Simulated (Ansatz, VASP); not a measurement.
## Mn: VASP beside Ansatz

```
Mn
1.0
     2.48365    0.00000    0.00000
    -1.24182    2.15090    0.00000
     0.00000    0.00000    4.02620
Mn
2
Cartesian
  0.0000 1.4339 1.0065
  1.2418 0.7170 3.0196
```

Alike in both runs: task single point; functional PBE; k mesh 10 × 10 × 6; occupations fermi-dirac, width 0.05 eV; collinear spin; fixed moment 8 μB.

|  | VASP | Ansatz |
| --- | --- | --- |
| version | VASP 6.6.1 | Ansatz 0.2.0 |
| potentials or method | VASP PAW PBE potentials, release 64 (Mn_pv) | Ansatz PAW |
| plane-wave cutoff (eV) | 520 | 420 |
| valence electrons in the cell | 26 | 30 |

Ansatz gave:

- net moment per atom (μB): 4.00
- size of the moment on the site where the two differ most (μB): 3.66

**Question.** Estimate VASP's values.

**Answer.** net moment per atom (μB): 4.00; size of the moment on the site where the two differ most (μB): 3.78.

Site moments also hang on the region over which each program counts them. With one functional, cell and mesh, what is left measures potentials, basis and numerics. VASP's potentials hold 26 valence electrons a cell and Ansatz's 30, so a difference there can come from the potentials and not from the codes.
